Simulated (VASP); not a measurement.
# CaSe in VASP: a series of runs

The runs below take CaSe through single point, with PBEsol.

Everything below comes from runs of VASP 6.6.1. Logs are shortened: lines on timing, memory, paths and dates and some standing lists are left out, and cuts for length are marked.

### 1 The cell of the first run

The structure is cubic, space group Fm-3m (No. 225). The conventional cell has a = 5.911 Å, b = 5.911 Å, c = 5.911 Å, α = 90.00°, β = 90.00°, γ = 90.00°. Ca (site symmetry m-3m) has 6 Se at 2.96 Å within 3.9 Å. Within 3.9 Å of Se (site symmetry m-3m) lie 6 Ca at 2.96 Å.

### 2 Single point, PBEsol

INCAR reads:

```
PREC     = Accurate       # precision mode
ENCUT    = 520            # plane-wave cutoff, eV
EDIFF    = 1E-6           # SCF threshold, eV
ISMEAR   = 0              # smearing method
SIGMA    = 0.05           # smearing width, eV
LREAL    = False          # projectors in reciprocal space
LASPH    = True           # aspherical terms in the spheres
NELM     = 60             # most SCF steps
ALGO     = Normal         # electronic algorithm
ISIF     = 2              # what is computed and relaxed
LWAVE    = False          # write WAVECAR
LCHARG   = False          # write CHGCAR
GGA      = PS             # functional
NBANDS   = 15             # bands
```

KPOINTS reads:

```
regular mesh
0
Gamma
  10 10 10
```

POSCAR reads:

```
CaSe
1.0
    0.0000000000      2.9554531704      2.9554531704
    2.9554531704      0.0000000000      2.9554531704
    2.9554531704      2.9554531704      0.0000000000
Ca Se
1 1
Direct
    0.5000000000      0.5000000000      0.5000000000
    0.0000000000      0.0000000000      0.0000000000
```

Potentials or basis: VASP PAW PBE potentials, release 64 (Ca_sv, Se).

Run with:

```
cat potpaw_PBE.64/Ca_sv/POTCAR potpaw_PBE.64/Se/POTCAR > POTCAR
mpirun -np 1 vasp_std > vasp.out
```

OUTCAR:

```text
PREC = Accurate
   ENCUT = 520
   EDIFF = 1E-6
   ISMEAR = 0
   LREAL = False
   LASPH = True
   NELM = 60
   ISIF = 2
   GGA = PS

 ion  position               nearest neighbor table
   1  0.500  0.500  0.500-   2 2.96   2 2.96   2 2.96   2 2.96   2 2.96   2 2.96
   2  0.000  0.000  0.000-   1 2.96   1 2.96   1 2.96   1 2.96   1 2.96   1 2.96

  LATTYP: Found a face centered cubic cell.
 ALAT       =     5.9109063408

  Lattice vectors:

 A1 = (   0.0000000000,   2.9554531704,   2.9554531704)
 A2 = (   2.9554531704,   0.0000000000,   2.9554531704)
 A3 = (   2.9554531704,   2.9554531704,   0.0000000000)

Analysis of symmetry for initial positions (statically):
=====================================================================
 Subroutine PRICEL returns:
 Original cell was already a primitive cell.

 Routine SETGRP: Setting up the symmetry group for a
 face centered cubic supercell.

 Subroutine GETGRP returns: Found 48 space group operations
 (whereof 48 operations were pure point group operations)
 out of a pool of 48 trial point group operations.

The static configuration has the point symmetry O_h .

Analysis of symmetry for dynamics (positions and initial velocities):
=====================================================================
 Subroutine PRICEL returns:
 Original cell was already a primitive cell.

 Routine SETGRP: Setting up the symmetry group for a
 face centered cubic supercell.

 Subroutine GETGRP returns: Found 48 space group operations
 (whereof 48 operations were pure point group operations)
 out of a pool of 48 trial point group operations.

The dynamic configuration has the point symmetry O_h .

 Subroutine INISYM returns: Found 48 space group operations
 (whereof 48 operations are pure point group operations),
 and found     1 'primitive' translations

----------------------------------------------------------------------------------------

                                     Primitive cell

  volume of cell :      51.6300

  direct lattice vectors                    reciprocal lattice vectors
     0.000000000  2.955453170  2.955453170    -0.169178793  0.169178793  0.169178793
     2.955453170  0.000000000  2.955453170     0.169178793 -0.169178793  0.169178793
     2.955453170  2.955453170  0.000000000     0.169178793  0.169178793 -0.169178793

  length of vectors
     4.179641957  4.179641957  4.179641957     0.293026265  0.293026265  0.293026265

  position of ions in fractional coordinates (direct lattice)
     0.500000000  0.500000000  0.500000000
     0.000000000  0.000000000  0.000000000

  ion indices of the primitive-cell ions
   primitive index   ion index
                 1           1
                 2           2

----------------------------------------------------------------------------------------

 KPOINTS: regular mesh

Automatic generation of k-mesh.
 Grid dimensions read from file:
 generate k-points for:   10   10   10

 Generating k-lattice:

  Cartesian coordinates                     Fractional coordinates (reciprocal lattice)
    -0.016917879  0.016917879  0.016917879     0.100000000  0.000000000  0.000000000
     0.016917879 -0.016917879  0.016917879     0.000000000  0.100000000  0.000000000
     0.016917879  0.016917879 -0.016917879     0.000000000  0.000000000  0.100000000

  Length of vectors
     0.029302626  0.029302626  0.029302626

  Shift w.r.t. Gamma in fractional coordinates (k-lattice)
     0.000000000  0.000000000  0.000000000

 Subroutine IBZKPT returns following result:
 ===========================================

 Found     47 irreducible k-points:

 Following reciprocal coordinates:
            Coordinates               Weight
  0.000000  0.000000  0.000000      1.000000
  0.100000  0.000000  0.000000      8.000000
  0.200000  0.000000  0.000000      8.000000
  0.300000  0.000000  0.000000      8.000000
  0.400000  0.000000  0.000000      8.000000
  0.500000  0.000000  0.000000      4.000000
[... 16 lines left out ...]
  0.300000  0.300000  0.000000      6.000000
  0.400000  0.300000  0.000000     24.000000
 [... further k-points ...]
   k-points           NKPTS =     47   k-points in BZ     NKDIM =     47   number of bands    NBANDS=     15
   number of dos      NEDOS =    301   number of ions     NIONS =      2
   total plane-waves  NPLWV =  32768
   dimension x,y,z NGX =    32 NGY =   32 NGZ =   32
   dimension x,y,z NGXF=    64 NGYF=   64 NGZF=   64
   ions per type =               1   1
   NGX,Y,Z   is equivalent  to a cutoff of  12.73, 12.73, 12.73 a.u.
   NGXF,Y,Z  is equivalent  to a cutoff of  25.46, 25.46, 25.46 a.u.
 SYSTEM =  unknown system
   PREC   = accura    normal or accurate (medium, high low for compatibility)
   ISTART =      0    job   : 0-new  1-cont  2-samecut
   ICHARG =      2    charge: 1-file 2-atom 10-const
   ISPIN  =      1    spin polarized calculation?
   LNONCOLLINEAR =      F non collinear calculations
   LSORBIT =      F    spin-orbit coupling
   LASPH  =      T    aspherical Exc in radial PAW
   ENCUT  =  520.0 eV  38.22 Ry    6.18 a.u.   7.77  7.77  7.77*2*pi/ulx,y,z
   NELM   =     60;   NELMIN=  2; NELMDL= -5     # of ELM steps
   EDIFF  = 0.1E-05   stopping-criterion for ELM
   LREAL  =      F    real-space projection
   EDIFFG = 0.1E-04   stopping-criterion for IOM
   NSW    =      0    number of steps for IOM
   IBRION =     -1    ionic relax: 0-MD 1-quasi-New 2-CG
   NFREE  =      0    steps in history (QN), initial steepest desc. (CG)
   ISIF   =      2    stress and relaxation
   ISYM   =      2    0-nonsym 1-usesym 2-fastsym
   POTIM  = 0.5000    time-step for ionic-motion
   TEBEG  =    0.0;   TEEND  =   0.0 temperature during run
   PSTRESS=    0.0 pullay stress
   NELECT =      16.0000    total number of electrons
   NUPDOWN=      -1.0000    fix difference up-down
   EMIN   =  10.00;   EMAX   =-10.00  energy-range for DOS
   EFERMI =   0.00;   METHOD = LEGACY
   ISMEAR =     0;   SIGMA  =   0.05  broadening in eV -4-tet -1-fermi 0-gaus
   EFERMI_NEDOS =   21; number of points for ismear=-14 and -15
   IALGO  =     38    algorithm
   IMIX   =      4    mixing-type and parameters
     AMIX     =   0.40;   BMIX     =  1.00
     AMIX_MAG =   1.60;   BMIX_MAG =  1.00
  volume/ion in A,a.u.               =      25.82       174.21
  Fermi-wavevector in a.u.,A,eV,Ry     =   1.107849  2.093532 16.698844  1.227330
  Thomas-Fermi vector in A             =   2.244369
   LORBIT       =      0    0 simple, 1 ext, 2 COOP (PROOUT), +10 PAW based schemes
   GGA     = PS    functional components
   LHFCALC =     F    Hartree Fock is set to
   AEXX    =    0.0000 exact exchange contribution
   IVDW    =     0    specifies the selected vdW correction
   LEPSILON=     F    determine dielectric tensor
   LRPA    =     F    only Hartree local field effects (RPA)
 non-spin polarized calculation
 Gauss-broadening in eV      SIGMA  =   0.05
  energy-cutoff  :      520.00
  volume of cell :       51.63
 maximum number of plane-waves:      1411
   NGX = 15   NGY = 15   NGZ = 15

 number of electron      15.9999998 magnetization

 Free energy of the ion-electron system (eV)
  ---------------------------------------------------
  ext. energy  EPLUGINS =         0.00000000
  ---------------------------------------------------
  free energy    TOTEN  =       -10.07191611 eV

  energy without entropy =      -10.07191611  energy(sigma->0) =      -10.07191611

 E-fermi :   2.6848     XC(G=0):  -9.3364

 val. band max:        2.3575115559   @ k =   0.0000   0.0000   0.0000
 cond. band min:       4.2794819165   @ k =   0.5000   0.5000   0.0000
 fundamental gap:      1.9219703606
 Fermi energy:         2.6847917011

 k-point     1 :       0.0000    0.0000    0.0000
  band No.  band energies     occupation
      1     -37.1755      2.00000
      2     -18.2505      2.00000
      3     -18.2505      2.00000
      4     -18.2505      2.00000
      5      -9.4751      2.00000
      6       2.3575      2.00000
      7       2.3575      2.00000
      8       2.3575      2.00000
      9       5.5518      0.00000
     10       6.0057      0.00000
     11       6.0057      0.00000
     12       6.0057      0.00000
     13       6.6093      0.00000
     14       6.6093      0.00000
     15      11.8965      0.00000

 k-point     2 :       0.1000    0.0000    0.0000
  band No.  band energies     occupation
      1     -37.1748      2.00000
      2     -18.2623      2.00000
      3     -18.2513      2.00000
      4     -18.2513      2.00000
      5      -9.4135      2.00000
      6       1.8065      2.00000
      7       2.1929      2.00000
      8       2.1929      2.00000
      9       5.8502      0.00000
     10       6.1491      0.00000
     11       6.1491      0.00000
     12       6.3252      0.00000
     13       6.8769      0.00000
     14       6.8769      0.00000
     15      12.0740      0.00000

 k-point     3 :       0.2000    0.0000    0.0000
  band No.  band energies     occupation
      1     -37.1730      2.00000
      2     -18.2929      2.00000
      3     -18.2533      2.00000
      4     -18.2533      2.00000
      5      -9.2470      2.00000
      6       0.7969      2.00000
      7       1.8319      2.00000
      8       1.8319      2.00000
      9       5.9211      0.00000
     10       6.5090      0.00000
     11       6.5090      0.00000
     12       7.4776      0.00000
     13       7.5841      0.00000
     14       7.5841      0.00000
     15      11.9503      0.00000
[... 343 lines left out ...]
 k-point    23 :       0.3000    0.3000    0.0000
  band No.  band energies     occupation
      1     -37.1692      2.00000
      2     -18.3143      2.00000
      3     -18.2731      2.00000
      4     -18.2731      2.00000
      5      -9.0195      2.00000
      6      -0.0466      2.00000
      7       1.6121      2.00000
      8       1.6121      2.00000
      9       4.7487      0.00000
     10       7.0083      0.00000
     11       7.0997      0.00000
     12       8.0201      0.00000
     13       8.0201      0.00000
     14      10.0354      0.00000
     15      11.1993      0.00000

 k-point    24 :       0.4000    0.3000    0.0000
  band No.  band energies     occupation
      1     -37.1678      2.00000
      2     -18.3268      2.00000
      3     -18.2797      2.00000
      4     -18.2766      2.00000
      5      -8.9325      2.00000
      6      -0.1899      2.00000
      7       1.2971      2.00000
      8       1.4712      2.00000
      9       4.8109      0.00000
     10       7.3722      0.00000
     11       7.4635      0.00000
     12       8.2283      0.00000
     13       8.2370      0.00000
     14       9.1996      0.00000
     15      11.4285      0.00000

 [... further k-points ...]
[... 5 lines left out ...]
  --------------------------------------------------------------------------------------
  -------------------------------------------------------------------------------------
  Total       -0.2855400     -0.2855400     -0.2855400      0.0000000      0.0000000      0.0000000
  in kB       -8.8608471     -8.8608471     -8.8608471      0.0000000      0.0000000      0.0000000
  external PRESSURE =      -8.8608471 kB  Pullay stress =       0.0000000 kB

 VOLUME and BASIS-vectors are now :
 -----------------------------------------------------------------------------
  energy-cutoff  :      520.00
  volume of cell :       51.63
      direct lattice vectors                 reciprocal lattice vectors
     0.000000000  2.955453170  2.955453170    -0.169178793  0.169178793  0.169178793
     2.955453170  0.000000000  2.955453170     0.169178793 -0.169178793  0.169178793
     2.955453170  2.955453170  0.000000000     0.169178793  0.169178793 -0.169178793

 POSITION                                       TOTAL-FORCE (eV/Angst)
 -----------------------------------------------------------------------------------
      2.95545      2.95545      2.95545        -0.000000      0.000000     -0.000000
      0.00000      0.00000      0.00000         0.000000     -0.000000      0.000000
 -----------------------------------------------------------------------------------
    total drift:                                0.000000     -0.000000      0.000000

  FREE ENERGIE OF THE ION-ELECTRON SYSTEM (eV)
  ---------------------------------------------------
  free  energy   TOTEN  =       -10.0719161072 eV

  energy  without entropy=      -10.0719161072  energy(sigma->0) =      -10.07191611
```

It took 25 s on 1 thread of Intel Xeon Platinum 8259CL at 2.50GHz (Skylake/Cascade Lake), shared host; peak memory 0.19 GiB.

Results:

```
Free energy            : -10.0719 eV
Pressure               : -0.9 GPa
Band gap on the k mesh : 1.92 eV, indirect (least direct gap 2.87 eV)
```

Levels at points of the mesh, in eV from the valence-band top:
```csv
k point,band 6,band 7,band 8,band 9,band 10,band 11
"(0.00, 0.00, 0.00)",0.00,0.00,0.00,3.19,3.65,3.65
"(0.50, 0.00, 0.00)",-3.35,-1.22,-1.22,4.38,5.45,5.49
"(0.50, 0.50, 0.00)",-2.56,-0.95,-0.95,1.92,4.95,5.04
```

Caveat: the PAW data sets were made with another functional, which shifts forces and pressure a little. As with any semilocal functional, this PBEsol gap is likely too small.

(Continued in part 2 of 2.)
